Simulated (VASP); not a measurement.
A run of VASP 6.6.1 is set up as follows.

INCAR

```
SYSTEM = MgS
ALGO = Normal
EDIFF = 1E-6
ENCUT = 600
GGA = PS
GGA_COMPAT = .FALSE.
ISIF = 2
ISMEAR = 0
LASPH = .TRUE.
LCHARG = .FALSE.
LREAL = .FALSE.
LWAVE = .FALSE.
NBANDS = 11
NELM = 120
PREC = Accurate
SIGMA = 0.1
```

The input KPOINTS:

```
k-points
0
G
  6 6 6
  0 0 0
```

The input POSCAR:

```
MgS
1.0
    0.0000000000      2.8300000000      2.8300000000
    2.8300000000      0.0000000000      2.8300000000
    2.8300000000      2.8300000000      0.0000000000
Mg S
1 1
Direct
    0.0000000000      0.0000000000      0.0000000000
    0.2500000000      0.2500000000      0.2500000000
```

Potentials or basis: VASP PAW PBE potentials, release 64 (Mg, S).

Command:

```console
$ cat potpaw_PBE.64/Mg/POTCAR potpaw_PBE.64/S/POTCAR > POTCAR
$ mpirun -np 1 vasp_std > vasp.out
```

Task: What does it give for the pressure?

Result: -0.3 GPa.

Task: Predict the band gap on the k mesh.

Result: 3.30 eV.

Caveat: the PAW data sets were made with another functional, which shifts forces and pressure a little. A k mesh can miss the band edges.
